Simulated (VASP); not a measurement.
# TiO2 (P4_2/mnm) in VASP: settings compared

TiO2 is run at these levels: LDA, SVWN5; tasks: single point.

Program: VASP 6.6.1. These are calculated values, not measurements. Logs are shortened: lines on timing, memory, paths and dates and some standing lists are left out, and cuts for length are marked.

### Step 1. The cell of the first run

The structure is tetragonal, space group P4_2/mnm (No. 136). Conventional cell: a = 4.538 Å, b = 4.538 Å, c = 2.919 Å, α = 90.00°, β = 90.00°, γ = 90.00°. Ti (site symmetry mmm) has 6 O at 1.93 to 1.95 Å within 2.6 Å. Within 2.6 Å of O (site symmetry m2m) lie 3 Ti at 1.93 to 1.95 Å and 1 O at 2.51 Å.

### Step 2. Single point, LDA

The input, INCAR:

```
SYSTEM = TiO2
PREC = Accurate
ENCUT = 520
EDIFF = 1E-7
ISMEAR = -1
SIGMA = 0.05
LREAL = .FALSE.
LASPH = .TRUE.
NELM = 100
ALGO = Normal
ISIF = 2
LWAVE = .FALSE.
LCHARG = .FALSE.
NBANDS = 33
```

The input, KPOINTS:

```
regular mesh
0
G
  6 6 9
  0 0 0
```

The input, POSCAR:

```
TiO2
1.0
    4.5376697393      0.0000000000      0.0000000000
    0.0000000000      4.5376697393      0.0000000000
    0.0000000000      0.0000000000      2.9192192849
Ti O
2 4
Direct
    0.0000000000      0.0000000000      0.5000000000
    0.5000000000      0.5000000000      0.0000000000
    0.3043213200      0.3043213200      0.5000000000
    0.1956786800      0.8043213200      0.0000000000
    0.8043213200      0.1956786800      0.0000000000
    0.6956786800      0.6956786800      0.5000000000
```

Potentials or basis: VASP PAW LDA potentials, release 64 (Ti_sv, O).

Launch:

```
$ cat potpaw_LDA.64/Ti_sv/POTCAR potpaw_LDA.64/O/POTCAR > POTCAR
$ mpirun -np 1 vasp_std > vasp.out
```

OUTCAR:

```text
SYSTEM = TiO2
   PREC = Accurate
   ENCUT = 520
   EDIFF = 1E-7
   ISMEAR = -1
   LREAL = .FALSE.
   LASPH = .TRUE.
   NELM = 100
   ISIF = 2

 ion  position               nearest neighbor table
   1  0.000  0.000  0.500-   4 1.93   5 1.93   4 1.93   5 1.93   3 1.95   6 1.95
   2  0.500  0.500  0.000-   3 1.93   6 1.93   3 1.93   6 1.93   5 1.95   4 1.95
   3  0.304  0.304  0.500-   2 1.93   2 1.93   1 1.95
   4  0.196  0.804  0.000-   1 1.93   1 1.93   2 1.95
   5  0.804  0.196  0.000-   1 1.93   1 1.93   2 1.95
   6  0.696  0.696  0.500-   2 1.93   2 1.93   1 1.95

  LATTYP: Found a simple tetragonal cell.
 ALAT       =     4.5376697393
 C/A-ratio  =     0.6433300466

  Lattice vectors:

 A1 = (   4.5376697393,   0.0000000000,   0.0000000000)
 A2 = (   0.0000000000,   4.5376697393,   0.0000000000)
 A3 = (   0.0000000000,   0.0000000000,   2.9192192849)

Analysis of symmetry for initial positions (statically):
=====================================================================
 Subroutine PRICEL returns:
 Original cell was already a primitive cell.

 Routine SETGRP: Setting up the symmetry group for a
 simple tetragonal supercell.

 Subroutine GETGRP returns: Found 16 space group operations
 (whereof  8 operations were pure point group operations)
 out of a pool of 16 trial point group operations.

The static configuration has the point symmetry D_2h.
 The point group associated with its full space group is D_4h.

Analysis of symmetry for dynamics (positions and initial velocities):
=====================================================================
 Subroutine PRICEL returns:
 Original cell was already a primitive cell.

 Routine SETGRP: Setting up the symmetry group for a
 simple tetragonal supercell.

 Subroutine GETGRP returns: Found 16 space group operations
 (whereof  8 operations were pure point group operations)
 out of a pool of 16 trial point group operations.

The dynamic configuration has the point symmetry D_2h.
 The point group associated with its full space group is D_4h.

 Subroutine INISYM returns: Found 16 space group operations
 (whereof  8 operations are pure point group operations),
 and found     1 'primitive' translations

----------------------------------------------------------------------------------------

                                     Primitive cell

  volume of cell :      60.1080

  direct lattice vectors                    reciprocal lattice vectors
     4.537669739  0.000000000  0.000000000     0.220377431  0.000000000  0.000000000
     0.000000000  4.537669739  0.000000000     0.000000000  0.220377431  0.000000000
     0.000000000  0.000000000  2.919219285     0.000000000  0.000000000  0.342557342

  length of vectors
     4.537669739  4.537669739  2.919219285     0.220377431  0.220377431  0.342557342

  position of ions in fractional coordinates (direct lattice)
     0.000000000  0.000000000  0.500000000
     0.500000000  0.500000000  0.000000000
     0.304321320  0.304321320  0.500000000
     0.195678680  0.804321320  0.000000000
     0.804321320  0.195678680  0.000000000
     0.695678680  0.695678680  0.500000000

  ion indices of the primitive-cell ions
   primitive index   ion index
                 1           1
                 2           2
                 3           3
                 4           4
                 5           5
                 6           6

----------------------------------------------------------------------------------------

 KPOINTS: regular mesh

Automatic generation of k-mesh.
 Grid dimensions read from file:
 generate k-points for:    6    6    9

 Generating k-lattice:

  Cartesian coordinates                     Fractional coordinates (reciprocal lattice)
     0.036729572  0.000000000  0.000000000     0.166666667  0.000000000  0.000000000
     0.000000000  0.036729572  0.000000000     0.000000000  0.166666667  0.000000000
     0.000000000  0.000000000  0.038061927     0.000000000  0.000000000  0.111111111

  Length of vectors
     0.036729572  0.036729572  0.038061927

  Shift w.r.t. Gamma in fractional coordinates (k-lattice)
     0.000000000  0.000000000  0.000000000

 Subroutine IBZKPT returns following result:
 ===========================================

 Found     50 irreducible k-points:

 Following reciprocal coordinates:
            Coordinates               Weight
  0.000000  0.000000  0.000000      1.000000
  0.166667  0.000000  0.000000      4.000000
  0.333333  0.000000  0.000000      4.000000
  0.500000  0.000000  0.000000      2.000000
  0.166667  0.166667  0.000000      4.000000
  0.333333  0.166667  0.000000      8.000000
[... 16 lines left out ...]
  0.333333  0.000000  0.222222      8.000000
  0.500000  0.000000  0.222222      4.000000
 [... further k-points ...]
   k-points           NKPTS =     50   k-points in BZ     NKDIM =     50   number of bands    NBANDS=     33
   number of dos      NEDOS =    301   number of ions     NIONS =      6
   total plane-waves  NPLWV =  31104
   dimension x,y,z NGX =    36 NGY =   36 NGZ =   24
   dimension x,y,z NGXF=    72 NGYF=   72 NGZF=   48
   ions per type =               2   4
   NGX,Y,Z   is equivalent  to a cutoff of  13.19, 13.19, 13.67 a.u.
   NGXF,Y,Z  is equivalent  to a cutoff of  26.38, 26.38, 27.34 a.u.
 SYSTEM =  TiO2
   PREC   = accura    normal or accurate (medium, high low for compatibility)
   ISTART =      0    job   : 0-new  1-cont  2-samecut
   ICHARG =      2    charge: 1-file 2-atom 10-const
   ISPIN  =      1    spin polarized calculation?
   LNONCOLLINEAR =      F non collinear calculations
   LSORBIT =      F    spin-orbit coupling
   LASPH  =      T    aspherical Exc in radial PAW
   ENCUT  =  520.0 eV  38.22 Ry    6.18 a.u.   8.44  8.44  5.43*2*pi/ulx,y,z
   NELM   =    100;   NELMIN=  2; NELMDL= -5     # of ELM steps
   EDIFF  = 0.1E-06   stopping-criterion for ELM
   LREAL  =      F    real-space projection
   EDIFFG = 0.1E-05   stopping-criterion for IOM
   NSW    =      0    number of steps for IOM
   IBRION =     -1    ionic relax: 0-MD 1-quasi-New 2-CG
   NFREE  =      0    steps in history (QN), initial steepest desc. (CG)
   ISIF   =      2    stress and relaxation
   ISYM   =      2    0-nonsym 1-usesym 2-fastsym
   POTIM  = 0.5000    time-step for ionic-motion
   TEBEG  =    0.0;   TEEND  =   0.0 temperature during run
   PSTRESS=    0.0 pullay stress
   NELECT =      48.0000    total number of electrons
   NUPDOWN=      -1.0000    fix difference up-down
   EMIN   =  10.00;   EMAX   =-10.00  energy-range for DOS
   EFERMI =   0.00;   METHOD = LEGACY
   ISMEAR =    -1;   SIGMA  =   0.05  broadening in eV -4-tet -1-fermi 0-gaus
   EFERMI_NEDOS =   21; number of points for ismear=-14 and -15
   IALGO  =     38    algorithm
   IMIX   =      4    mixing-type and parameters
     AMIX     =   0.40;   BMIX     =  1.00
     AMIX_MAG =   1.60;   BMIX_MAG =  1.00
  volume/ion in A,a.u.               =      10.02        67.60
  Fermi-wavevector in a.u.,A,eV,Ry     =   1.518837  2.870185 31.386803  2.306865
  Thomas-Fermi vector in A             =   2.627904
   LORBIT       =      0    0 simple, 1 ext, 2 COOP (PROOUT), +10 PAW based schemes
   GGA     = CA    functional components
   LHFCALC =     F    Hartree Fock is set to
   AEXX    =    0.0000 exact exchange contribution
   IVDW    =     0    specifies the selected vdW correction
   LEPSILON=     F    determine dielectric tensor
   LRPA    =     F    only Hartree local field effects (RPA)
 non-spin polarized calculation
  energy-cutoff  :      520.00
  volume of cell :       60.11
 maximum number of plane-waves:      1640
 NGX is ok and might be reduce to    36
   NGX = 17   NGY = 17   NGZ = 11

 number of electron      48.0000003 magnetization

 Free energy of the ion-electron system (eV)
  ---------------------------------------------------
  ext. energy  EPLUGINS =         0.00000000
  ---------------------------------------------------
  free energy    TOTEN  =       -58.77386632 eV

  energy without entropy =      -58.77386632  energy(sigma->0) =      -58.77386632

 E-fermi :   5.8549     XC(G=0): -12.1933

 val. band max:        4.9645405808   @ k =   0.0000   0.0000   0.0000
 cond. band min:       6.8120099140   @ k =   0.0000   0.0000   0.0000
 fundamental gap:      1.8474693331
 Fermi energy:         5.8549145711

 k-point     1 :       0.0000    0.0000    0.0000
  band No.  band energies     occupation
      1     -51.1020      2.00000
      2     -51.0792      2.00000
      3     -27.8531      2.00000
      4     -27.8531      2.00000
      5     -27.6532      2.00000
      6     -27.6532      2.00000
[... 25 lines left out ...]
     32      11.9104      0.00000
     33      11.9149      0.00000

 k-point     2 :       0.1667    0.0000    0.0000
  band No.  band energies     occupation
      1     -51.1005      2.00000
      2     -51.0807      2.00000
      3     -27.8420      2.00000
      4     -27.8409      2.00000
      5     -27.6669      2.00000
      6     -27.6657      2.00000
[... 25 lines left out ...]
     32      11.8068      0.00000
     33      11.8289      0.00000

 k-point     3 :       0.3333    0.0000    0.0000
  band No.  band energies     occupation
      1     -51.0963      2.00000
      2     -51.0849      2.00000
      3     -27.8122      2.00000
      4     -27.8089      2.00000
      5     -27.7019      2.00000
      6     -27.6986      2.00000
[... 25 lines left out ...]
     32      11.5992      0.00000
     33      11.6418      0.00000

 k-point     4 :       0.5000    0.0000    0.0000
  band No.  band energies     occupation
      1     -51.0906      2.00000
      2     -51.0906      2.00000
      3     -27.7832      2.00000
      4     -27.7832      2.00000
      5     -27.7291      2.00000
      6     -27.7291      2.00000
[... 25 lines left out ...]
     32      11.4099      0.00000
     33      11.5144      0.00000

 k-point     5 :       0.1667    0.1667    0.0000
  band No.  band energies     occupation
      1     -51.0991      2.00000
      2     -51.0821      2.00000
      3     -27.8573      2.00000
      4     -27.8071      2.00000
      5     -27.7029      2.00000
      6     -27.6506      2.00000
[... 604 lines left out ...]
 k-point    22 :       0.1667    0.0000    0.2222
  band No.  band energies     occupation
      1     -51.0769      2.00000
      2     -51.0618      2.00000
      3     -27.8444      2.00000
      4     -27.8156      2.00000
      5     -27.7805      2.00000
      6     -27.7748      2.00000
[... 25 lines left out ...]
     32      11.1078      0.00000
     33      11.3602      0.00000

 k-point    23 :       0.3333    0.0000    0.2222
  band No.  band energies     occupation
      1     -51.0737      2.00000
      2     -51.0649      2.00000
      3     -27.8501      2.00000
      4     -27.8307      2.00000
      5     -27.7544      2.00000
      6     -27.7425      2.00000
[... 25 lines left out ...]
     32      10.6820      0.00000
     33      11.4245      0.00000

 k-point    24 :       0.5000    0.0000    0.2222
  band No.  band energies     occupation
      1     -51.0693      2.00000
      2     -51.0693      2.00000
      3     -27.8445      2.00000
      4     -27.8445      2.00000
      5     -27.7275      2.00000
      6     -27.7275      2.00000
[... 25 lines left out ...]
     32      10.5129      0.00000
     33      11.8598      0.00000

 [... further k-points ...]

------------------------ aborting loop because EDIFF is reached ----------------------------------------

  FORCE on cell =-STRESS in cart. coord.  units (eV):
  Direction    XX          YY          ZZ          XY          YZ          ZX
  --------------------------------------------------------------------------------------
  -------------------------------------------------------------------------------------
  Total        0.8796291      0.8796291      0.8502628      0.0000000      0.0000000      0.0000000
  in kB       23.4464821     23.4464821     22.6637252      0.0000000      0.0000000      0.0000000
  external PRESSURE =      23.1855631 kB  Pullay stress =       0.0000000 kB

 VOLUME and BASIS-vectors are now :
 -----------------------------------------------------------------------------
  energy-cutoff  :      520.00
  volume of cell :       60.11
      direct lattice vectors                 reciprocal lattice vectors
     4.537669739  0.000000000  0.000000000     0.220377431  0.000000000  0.000000000
     0.000000000  4.537669739  0.000000000     0.000000000  0.220377431  0.000000000
     0.000000000  0.000000000  2.919219285     0.000000000  0.000000000  0.342557342

 POSITION                                       TOTAL-FORCE (eV/Angst)
 -----------------------------------------------------------------------------------
      0.00000      0.00000      1.45961         0.000000     -0.000000      0.000000
      2.26883      2.26883      0.00000         0.000000     -0.000000      0.000000
      1.38091      1.38091      1.45961        -0.073239     -0.073239      0.000000
      0.88793      3.64974      0.00000         0.073239     -0.073239      0.000000
      3.64974      0.88793      0.00000        -0.073239      0.073239     -0.000000
      3.15676      3.15676      1.45961         0.073239      0.073239     -0.000000
 -----------------------------------------------------------------------------------
    total drift:                                0.000000      0.000000      0.000000

  FREE ENERGIE OF THE ION-ELECTRON SYSTEM (eV)
  ---------------------------------------------------
  free  energy   TOTEN  =       -58.7738663204 eV

  energy  without entropy=      -58.7738663199  energy(sigma->0) =      -58.77386632
```

Wall time 39 s (1 thread of Intel Xeon 6975P-C (Granite Rapids), shared host); peak memory 0.2 GiB.

What came out:

```yaml
Free_energy: -58.7739 eV
Pressure: 2.3 GPa
Largest_force: 0.104 eV/Å
Band_gap_on_the_k_mesh: 1.85 eV
```

Forces on the atoms (eV/Å):
```
Ti   0.000  0.000  0.000
Ti   0.000  0.000  0.000
O   -0.073 -0.073  0.000
O    0.073 -0.073  0.000
O   -0.073  0.073  0.000
O    0.073  0.073  0.000
```

Levels at points of the mesh, in eV from the valence-band top:
| k point | band 22 | band 23 | band 24 | band 25 | band 26 | band 27 |
| --- | --- | --- | --- | --- | --- | --- |
| (0.00, 0.00, 0.00) | -0.47 | -0.47 | 0.00 | 1.85 | 2.15 | 2.43 |
| (0.50, 0.00, 0.00) | -1.70 | -0.79 | -0.79 | 2.57 | 2.57 | 3.12 |
| (0.50, 0.50, 0.00) | -1.33 | -1.09 | -1.09 | 1.90 | 1.90 | 2.56 |

Caveat: an odd mesh through Γ misses points on the zone boundary, where band edges can lie.

### Step 3. Single point, LDA

This run uses another cell than the first one, of 10.23 Å³/atom.

The input, INCAR:

```
SYSTEM = TiO2
  PREC = Accurate
  ENCUT = 520
  EDIFF = 1E-7
  ISMEAR = -1
  SIGMA = 0.05
  LREAL = .False.
  LASPH = .True.
  NELM = 100
  ALGO = Normal
  ISIF = 2
  LWAVE = .False.
  LCHARG = .False.
  NBANDS = 33
```

The input, KPOINTS:

```
Automatic mesh
0
Gamma
  6 6 9
  0 0 0
```

POSCAR: that of step 2 with these lines changed.

```diff
@@ -2,5 +2,5 @@
 1.0
-    4.5376697393      0.0000000000      0.0000000000
-    0.0000000000      4.5376697393      0.0000000000
-    0.0000000000      0.0000000000      2.9192192849
+    4.5689650023      0.0000000000      0.0000000000
+    0.0000000000      4.5689650023      0.0000000000
+    0.0000000000      0.0000000000      2.9393524679
 Ti O
```

Potentials or basis: VASP PAW LDA potentials, release 64 (Ti_sv, O).

Launch:

```
$ cat potpaw_LDA.64/Ti_sv/POTCAR potpaw_LDA.64/O/POTCAR > POTCAR
$ mpirun -np 1 vasp_std > vasp.out
```

It took 37 s on 1 thread of Intel Xeon 6975P-C (Granite Rapids), shared host; peak memory 0.2 GiB.

The run converged. Its results:

```yaml
Free_energy: -58.7727 eV
Pressure: -3.1 GPa
Band_gap_on_the_k_mesh: 1.80 eV
```

Stress tensor (GPa, compression positive):
```
-2.57  0.00  0.00
 0.00 -2.57  0.00
 0.00  0.00 -4.02
```

Levels at points of the mesh, in eV from the valence-band top:
```tsv
k point	band 21	band 22	band 23	band 24	band 25	band 26	band 27	band 28
(0.00, 0.00, 0.00)	-0.71	-0.47	-0.47	0.00	1.80	2.09	2.36	2.47
(0.50, 0.00, 0.00)	-1.69	-1.69	-0.77	-0.77	2.50	2.50	3.03	3.03
(0.50, 0.50, 0.00)	-1.32	-1.32	-1.10	-1.10	1.84	1.84	2.49	2.49
```

Caveat: the cell stands under tension; an odd mesh through Γ misses points on the zone boundary, where band edges can lie.

(Part 1 of 2 ends here.)
